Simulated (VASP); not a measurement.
# InSe (R3m) in VASP: notebook

InSe is run at these levels: PBE; tasks: electric field gradients.

The COD entry that gives the cell may itself be a prediction, so a difference from it is no test against experiment.

Everything below comes from runs of VASP 6.6.1. Logs are shortened: lines on timing, memory, paths and dates and some standing lists are left out, and cuts for length are marked.

**Experimental background.**

From “The Interaction of Hydrogen with the van der Waals Crystal γ-InSe”, 2020, pmc:7321205, for a bulk crystal of InSe at 300 K: band gap 1.25 eV.

The runs below are set against these values where they give the same quantity.

### Step 1. The cell of the first run

The structure is trigonal, space group R3m (No. 160). Conventional cell: a = 4.000 Å, b = 4.000 Å, c = 24.950 Å, α = 90.00°, β = 90.00°, γ = 120.00°. Within 3.5 Å of In (site symmetry 3m) lie 3 Se at 2.64 Å and 1 In at 2.80 Å. Within 3.5 Å of In (site symmetry 3m) lie 3 Se at 2.64 Å and 1 In at 2.80 Å. Se (site symmetry 3m) has 3 In at 2.64 Å within 3.5 Å. Within 3.5 Å of Se (site symmetry 3m) lie 3 In at 2.64 Å.

### Step 2. Electric field gradients, PBE

INCAR reads:

```
  PREC = Accurate
  ENCUT = 520
  EDIFF = 1E-8
  ISMEAR = -1
  SIGMA = 0.01
  LREAL = False
  LASPH = True
  NELM = 100
  ALGO = Normal
  ISIF = 2
  LWAVE = False
  LCHARG = False
  GGA = PE
  LEFG = True
  NBANDS = 27
```

KPOINTS reads:

```
regular mesh
0
Gamma
  7 7 7
```

POSCAR reads:

```
InSe
1.0
    1.9999996503      1.1547003365      8.3166700000
   -1.9999996503      1.1547003365      8.3166700000
    0.0000000000     -2.3094006730      8.3166700000
In Se
2 2
Direct
    0.0000000000      0.0000000000      0.0000000000
    0.1122000000      0.1122000000      0.1122000000
    0.6155000000      0.6155000000      0.6155000000
    0.8300000000      0.8300000000      0.8300000000
```

Potentials or basis: VASP PAW PBE potentials, release 64 (In_d, Se).

Run with:

```console
$ cat potpaw_PBE.64/In_d/POTCAR potpaw_PBE.64/Se/POTCAR > POTCAR
$ mpirun -np 1 vasp_std > vasp.out
```

OUTCAR:

```text
PREC = Accurate
   ENCUT = 520
   EDIFF = 1E-8
   ISMEAR = -1
   LREAL = False
   LASPH = True
   NELM = 100
   ISIF = 2
   GGA = PE

 ion  position               nearest neighbor table
   1  0.000  0.000  0.000-   3 2.64   3 2.64   3 2.64   2 2.80
   2  0.112  0.112  0.112-   4 2.64   4 2.64   4 2.64   1 2.80
   3  0.615  0.615  0.615-   1 2.64   1 2.64   1 2.64
   4  0.830  0.830  0.830-   2 2.64   2 2.64   2 2.64

  LATTYP: Found a trigonal (rhomboedric) cell.
 ALAT       =     8.6313574458
 COS(alpha) =     0.8926179648

  Lattice vectors:

 A1 = (   1.9999996503,   1.1547003365,   8.3166700000)
 A2 = (  -1.9999996503,   1.1547003365,   8.3166700000)
 A3 = (   0.0000000000,  -2.3094006730,   8.3166700000)

Analysis of symmetry for initial positions (statically):
=====================================================================
 Subroutine PRICEL returns:
 Original cell was already a primitive cell.

 Routine SETGRP: Setting up the symmetry group for a
 trigonal (rhombohedral) supercell.

 Subroutine GETGRP returns: Found  6 space group operations
 (whereof  6 operations were pure point group operations)
 out of a pool of 12 trial point group operations.

The static configuration has the point symmetry C_3v.

Analysis of symmetry for dynamics (positions and initial velocities):
=====================================================================
 Subroutine PRICEL returns:
 Original cell was already a primitive cell.

 Routine SETGRP: Setting up the symmetry group for a
 trigonal (rhombohedral) supercell.

 Subroutine GETGRP returns: Found  6 space group operations
 (whereof  6 operations were pure point group operations)
 out of a pool of 12 trial point group operations.

The dynamic configuration has the point symmetry C_3v.

 Subroutine INISYM returns: Found  6 space group operations
 (whereof  6 operations are pure point group operations),
 and found     1 'primitive' translations

----------------------------------------------------------------------------------------

                                     Primitive cell

  volume of cell :     115.2391

[... 134 lines left out ...]
  ---------------------------------------------------
  free energy    TOTEN  =       -14.12218637 eV

  energy without entropy =      -14.12218637  energy(sigma->0) =      -14.12218637

 E-fermi :   4.3173     XC(G=0):  -8.9866

 val. band max:        4.1107341714   @ k =  -0.4286   0.4286   0.4286
 cond. band min:       4.8449333007   @ k =   0.4286   0.4286   0.4286
 fundamental gap:      0.7341991293
 Fermi energy:         4.3173298929

 k-point     1 :       0.0000    0.0000    0.0000
  band No.  band energies     occupation
      1     -10.5591      2.00000
      2     -10.3787      2.00000
      3     -10.3787      2.00000
      4     -10.2996      2.00000
      5     -10.2996      2.00000
      6     -10.2831      2.00000
[... 709 lines left out ...]
     26      10.8633      0.00000
     27      11.3421      0.00000

 [... further k-points ...]

------------------------ aborting loop because EDIFF is reached ----------------------------------------

  FORCE on cell =-STRESS in cart. coord.  units (eV):
  Direction    XX          YY          ZZ          XY          YZ          ZX
  --------------------------------------------------------------------------------------
  -------------------------------------------------------------------------------------
  Total        2.2866632      2.2866632      1.7798051      0.0000000      0.0000000      0.0000000
  in kB       31.7916342     31.7916342     24.7447513      0.0000000      0.0000000      0.0000000
  external PRESSURE =      29.4426732 kB  Pullay stress =       0.0000000 kB

 VOLUME and BASIS-vectors are now :
 -----------------------------------------------------------------------------
  energy-cutoff  :      520.00
  volume of cell :      115.24
      direct lattice vectors                 reciprocal lattice vectors
     1.999999650  1.154700336  8.316670000     0.250000044  0.144337593  0.040080144
    -1.999999650  1.154700336  8.316670000    -0.250000044  0.144337593  0.040080144
     0.000000000 -2.309400673  8.316670000     0.000000000 -0.288675185  0.040080144

 POSITION                                       TOTAL-FORCE (eV/Angst)
 -----------------------------------------------------------------------------------
      0.00000      0.00000      0.00000         0.000000     -0.000000      0.231125
      0.00000      0.00000      2.79939         0.000000     -0.000000     -0.227188
      0.00000      0.00000     15.35673         0.000000      0.000000     -0.181514
      0.00000      0.00000     20.70851         0.000000     -0.000000      0.177577
 -----------------------------------------------------------------------------------
    total drift:                               -0.000000     -0.000000     -0.000280

  FREE ENERGIE OF THE ION-ELECTRON SYSTEM (eV)
  ---------------------------------------------------
  free  energy   TOTEN  =       -14.1221863712 eV

  energy  without entropy=      -14.1221863712  energy(sigma->0) =      -14.12218637

 Electric field gradients (V/A^2)
---------------------------------------------------------------------
 ion       V_xx      V_yy      V_zz      V_xy      V_xz      V_yz
---------------------------------------------------------------------
   1      52.323    52.323  -104.647     0.000    -0.000    -0.000
   2      52.477    52.477  -104.954     0.000    -0.000     0.000
   3      29.007    29.007   -58.014    -0.000    -0.000    -0.000
   4      30.999    30.999   -61.997     0.000    -0.000     0.000
---------------------------------------------------------------------

 Electric field gradients after diagonalization (V/A^2)
 (convention: |V_zz| > |V_xx| > |V_yy|)
----------------------------------------------------------------------
 ion       V_xx      V_yy      V_zz     asymmetry (V_yy - V_xx)/ V_zz
----------------------------------------------------------------------
   1      52.323    52.323  -104.647       0.000
   2      52.477    52.477  -104.954       0.000
   3      29.007    29.007   -58.014       0.000
   4      30.999    30.999   -61.997       0.000
----------------------------------------------------------------------

           NMR quadrupolar parameters

 Cq : quadrupolar parameter    Cq=e*Q*V_zz/h
 eta: asymmetry parameters     (V_yy - V_xx)/ V_zz
 Q  : nuclear electric quadrupole moment in mb (millibarn)
----------------------------------------------------------------------
 ion       Cq(MHz)       eta       Q (mb)
----------------------------------------------------------------------
   1      -0.253       0.000       1.000
   2      -0.254       0.000       1.000
   3      -0.140       0.000       1.000
   4      -0.150       0.000       1.000
----------------------------------------------------------------------
```

OSZICAR:

```text
N       E                     dE             d eps       ncg     rms          rms(c)
DAV:   1     0.342329809009E+03    0.34233E+03   -0.17334E+04  2376   0.156E+03
DAV:   2     0.264849088693E+02   -0.31584E+03   -0.30616E+03  2409   0.389E+02
DAV:   3    -0.127157605288E+02   -0.39201E+02   -0.38291E+02  2991   0.146E+02
DAV:   4    -0.144950966053E+02   -0.17793E+01   -0.17732E+01  2821   0.318E+01
DAV:   5    -0.145683263369E+02   -0.73230E-01   -0.73216E-01  3644   0.631E+00    0.665E+00
DAV:   6    -0.141365638067E+02    0.43176E+00   -0.85163E-01  3347   0.148E+01    0.410E+00
DAV:   7    -0.141215608437E+02    0.15003E-01   -0.35746E-01  3288   0.401E+00    0.124E+00
DAV:   8    -0.141208598406E+02    0.70100E-03   -0.29881E-02  3575   0.189E+00    0.564E-01
DAV:   9    -0.141220220864E+02   -0.11622E-02   -0.58247E-03  2975   0.592E-01    0.154E-01
DAV:  10    -0.141220645778E+02   -0.42491E-04   -0.36049E-04  3183   0.140E-01    0.775E-02
DAV:  11    -0.141221836263E+02   -0.11905E-03   -0.17595E-04  2904   0.101E-01    0.224E-02
DAV:  12    -0.141221813702E+02    0.22561E-05   -0.15582E-05  3615   0.374E-02    0.155E-02
DAV:  13    -0.141221851760E+02   -0.38058E-05   -0.64685E-06  2956   0.147E-02    0.830E-03
DAV:  14    -0.141221862870E+02   -0.11110E-05   -0.29059E-06  2629   0.159E-02    0.292E-03
DAV:  15    -0.141221863896E+02   -0.10267E-06   -0.21000E-07  2973   0.363E-03    0.782E-04
DAV:  16    -0.141221863617E+02    0.27955E-07   -0.60244E-08  2295   0.145E-03    0.643E-04
DAV:  17    -0.141221863712E+02   -0.95351E-08   -0.38324E-09  1605   0.575E-04
   1 F= -.14122186E+02 E0= -.14122186E+02  d E =-.921301E-11
```

stdout:

```text
POSCAR found type information on POSCAR InSe
 POSCAR found :  2 types and       4 ions
 scaLAPACK will be used
 LDA part: xc-table for (Slater+PW92), standard interpolation
 POSCAR, INCAR and KPOINTS ok, starting setup
 FFT: planning ... GRIDC
 FFT: planning ... GRID_SOFT
 FFT: planning ... GRID
 WAVECAR not read
 entering main loop
ion   1

ion   2

ion   3

ion   4
```

It took 6.6 min on 1 thread of Intel Xeon Platinum 8488C (Sapphire Rapids), shared host; peak memory 0.59 GiB.

What came out:

```yaml
Free_energy: -14.1222 eV
Pressure: 2.9 GPa
Largest_force: 0.231 eV/Å
Band_gap_on_the_k_mesh: 0.73 eV, indirect (least direct gap 0.74 eV)
```

Forces in eV/Å, atoms in the order of the input:
```
In   0.000  0.000  0.231
In   0.000  0.000 -0.227
Se   0.000  0.000 -0.182
Se   0.000  0.000  0.178
```

Stress tensor (GPa, compression positive):
```
3.18 0.00 0.00
0.00 3.18 0.00
0.00 0.00 2.47
```

Electric field gradients, principal values (V/Å²):
```
atom   least  middle  greatest (by size)
1 In  52.323  52.323            -104.647
2 In  52.477  52.477            -104.954
3 Se  29.007  29.007             -58.014
4 Se  30.999  30.999             -61.997
```

Caveat: without QUAD_EFG the Cq values of the log hold for a quadrupole moment of 1 mb, not for the nuclei; spin-orbit coupling is left out, which moves the levels of the heavy elements.

### Step 3. Electric field gradients, PBE (volume scaled by 0.94)

INCAR reads:

```
SYSTEM = InSe
PREC     = Accurate       ! precision mode
ENCUT    = 520            ! plane-wave cutoff, eV
EDIFF    = 1E-8           ! SCF threshold, eV
ISMEAR   = -1             ! smearing method
SIGMA    = 0.01           ! smearing width, eV
LREAL    = .FALSE.        ! projectors in reciprocal space
LASPH    = .TRUE.         ! aspherical terms in the spheres
NELM     = 100            ! most SCF steps
ALGO     = Normal         ! electronic algorithm
ISIF     = 2              ! what is computed and relaxed
LWAVE    = .FALSE.        ! write WAVECAR
LCHARG   = .FALSE.        ! write CHGCAR
GGA      = PE             ! functional
LEFG     = .TRUE.       
NBANDS   = 27             ! bands
```

KPOINTS reads:

```
regular mesh
0
G
  7 7 7
  0 0 0
```

POSCAR reads:

```
InSe
1.0
    1.9591718749      1.1311284094      8.1468944028
   -1.9591718749      1.1311284094      8.1468944028
    0.0000000000     -2.2622568187      8.1468944028
In Se
2 2
Direct
    0.0000000000      0.0000000000      0.0000000000
    0.1122000000      0.1122000000      0.1122000000
    0.6155000000      0.6155000000      0.6155000000
    0.8300000000      0.8300000000      0.8300000000
```

Potentials or basis: VASP PAW PBE potentials, release 64 (In_d, Se).

Run with:

```console
$ cat potpaw_PBE.64/In_d/POTCAR potpaw_PBE.64/Se/POTCAR > POTCAR
$ mpirun -np 1 vasp_std > vasp.out
```

OUTCAR:

```text
SYSTEM = InSe
   PREC = Accurate
   ENCUT = 520
   EDIFF = 1E-8
   ISMEAR = -1
   LREAL = .FALSE.
   LASPH = .TRUE.
   NELM = 100
   ISIF = 2
   GGA = PE

 ion  position               nearest neighbor table
   1  0.000  0.000  0.000-   3 2.58   3 2.58   3 2.58   2 2.74
   2  0.112  0.112  0.112-   4 2.58   4 2.58   4 2.58   1 2.74
   3  0.615  0.615  0.615-   1 2.58   1 2.58   1 2.58
   4  0.830  0.830  0.830-   2 2.58   2 2.58   2 2.58

  LATTYP: Found a trigonal (rhomboedric) cell.
 ALAT       =     8.4551578533
 COS(alpha) =     0.8926179648

  Lattice vectors:

 A1 = (   1.9591718749,   1.1311284094,   8.1468944028)
 A2 = (  -1.9591718749,   1.1311284094,   8.1468944028)
 A3 = (   0.0000000000,  -2.2622568187,   8.1468944028)

Analysis of symmetry for initial positions (statically):
=====================================================================
[... 924 lines left out ...]
 -----------------------------------------------------------------------------------
      0.00000      0.00000      0.00000         0.000000      0.000000      0.493875
      0.00000      0.00000      2.74224         0.000000     -0.000000     -0.485105
      0.00000      0.00000     15.04324         0.000000     -0.000000     -0.695270
      0.00000      0.00000     20.28577         0.000000      0.000000      0.686500
 -----------------------------------------------------------------------------------
    total drift:                               -0.000000     -0.000000      0.000060

  FREE ENERGIE OF THE ION-ELECTRON SYSTEM (eV)
  ---------------------------------------------------
  free  energy   TOTEN  =       -13.9099646282 eV

  energy  without entropy=      -13.9099646282  energy(sigma->0) =      -13.90996463

 Electric field gradients (V/A^2)
---------------------------------------------------------------------
 ion       V_xx      V_yy      V_zz      V_xy      V_xz      V_yz
---------------------------------------------------------------------
   1      56.472    56.472  -112.944     0.000    -0.000    -0.000
   2      56.594    56.594  -113.187    -0.000     0.000    -0.000
   3      29.361    29.361   -58.722    -0.000    -0.000    -0.000
   4      31.663    31.663   -63.327    -0.000    -0.000    -0.000
---------------------------------------------------------------------

 Electric field gradients after diagonalization (V/A^2)
 (convention: |V_zz| > |V_xx| > |V_yy|)
----------------------------------------------------------------------
 ion       V_xx      V_yy      V_zz     asymmetry (V_yy - V_xx)/ V_zz
----------------------------------------------------------------------
   1      56.472    56.472  -112.944       0.000
   2      56.594    56.594  -113.187       0.000
   3      29.361    29.361   -58.722       0.000
   4      31.663    31.663   -63.327       0.000
----------------------------------------------------------------------

           NMR quadrupolar parameters

 Cq : quadrupolar parameter    Cq=e*Q*V_zz/h
 eta: asymmetry parameters     (V_yy - V_xx)/ V_zz
 Q  : nuclear electric quadrupole moment in mb (millibarn)
----------------------------------------------------------------------
 ion       Cq(MHz)       eta       Q (mb)
----------------------------------------------------------------------
   1      -0.273       0.000       1.000
   2      -0.274       0.000       1.000
   3      -0.142       0.000       1.000
   4      -0.153       0.000       1.000
----------------------------------------------------------------------
```

Wall time 4.1 min (1 thread of Intel Xeon 6975P-C (Granite Rapids), shared host); peak memory 0.58 GiB.

Results:

| Item | Value |
| --- | --- |
| Free energy | -13.9100 eV |
| Pressure | 7.1 GPa |
| Largest force | 0.695 eV/Å |
| Band gap on the k mesh | 0.88 eV, direct |

Forces on the atoms (eV/Å):
```
In   0.000  0.000  0.494
In   0.000  0.000 -0.485
Se   0.000  0.000 -0.695
Se   0.000  0.000  0.686
```

Stress tensor (GPa, compression positive):
```
7.38 0.00 0.00
0.00 7.38 0.00
0.00 0.00 6.39
```

Electric field gradients, principal values (V/Å²):
```
atom   least  middle  greatest (by size)
1 In  56.472  56.472            -112.944
2 In  56.594  56.594            -113.187
3 Se  29.361  29.361             -58.722
4 Se  31.663  31.663             -63.327
```

Caveat: without QUAD_EFG the Cq values of the log hold for a quadrupole moment of 1 mb, not for the nuclei; spin-orbit coupling is left out, which moves the levels of the heavy elements. A k mesh can miss the band edges.

(Part 1 of 2 ends here.)
